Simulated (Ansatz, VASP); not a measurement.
## One calculation of Hg, two programs

File INCAR:

```
ALGO = Normal
EDIFF = 1E-8
ENCUT = 520
GGA = PS
ISIF = 2
ISMEAR = -1
LASPH = True
LCHARG = False
LEFG = True
LREAL = False
LWAVE = False
NBANDS = 25
NELM = 80
PREC = Accurate
SIGMA = 0.05
```

Contents of KPOINTS:

```
k-points
0
Gamma
  8 8 9
```

The input POSCAR:

```
Hg
1.0
    4.5095312905      0.0000000000      0.0000000000
   -2.2547656452      3.9053686567      0.0000000000
    0.0000000000      0.0000000000      3.8440260630
Hg
3
Direct
    0.3333333333      0.6666666667      0.5000000000
    0.0000000000      0.0000000000      0.0000000000
    0.6666666667      0.3333333333      0.5000000000
```

Input for Ansatz:

```yaml
crystal:
  lattice:
    - [4.5095312905, 0.0, 0.0]
    - [-2.2547656452, 3.9053686567, 0.0]
    - [0.0, 0.0, 3.844026063]
  atoms:
    - { symbol: Hg, position: [0.3333333333, 0.6666666667, 0.5] }
    - { symbol: Hg, position: [0.0, 0.0, 0.0] }
    - { symbol: Hg, position: [0.6666666667, 0.3333333333, 0.5] }
kpoints:
  mp_grid: { grid: [8, 8, 9] }
scf:
  occupations: { method: fermi_dirac, width: 0.05 }
hamiltonian:
  xc: pbesol
  pseudopotentials: { kind: all_electron, datasets: crystal }
output:
  forces: true
  stress: true
  eigenvalues: true
  efg: { contact_densities: true }
```

Change from the starting cell: volume scaled by 0.98, crystal datasets.

Alike in both runs: task electric field gradients; functional PBEsol; k mesh 8 × 8 × 9; occupations fermi-dirac, width 0.05 eV; no spin polarisation.

```csv
,VASP,Ansatz
version,VASP 6.6.1,Ansatz 0.2.0
potentials or method,"VASP PAW PBE potentials, release 64 (Hg), cutoff 520 eV","all-electron PAW with datasets made for the crystal, scalar-relativistic"
```

Ansatz gave:

```
pressure (GPa)                                                : 9.5
traceless stress, the component that is largest in VASP (GPa) : -9.35
size of Vzz on the site where it differs most (V/Å²)          : 263.8
```

Question: Estimate VASP's values.

Answer: Pressure (GPa): 10.4; traceless stress, the component that is largest in VASP (GPa): -9.99; size of Vzz on the site where it differs most (V/Å²): 350.6.

VASP's potentials were made for PBE, not for PBEsol. Ansatz ran all-electron here, and VASP with PAW potentials.

Spin-orbit coupling is off throughout.
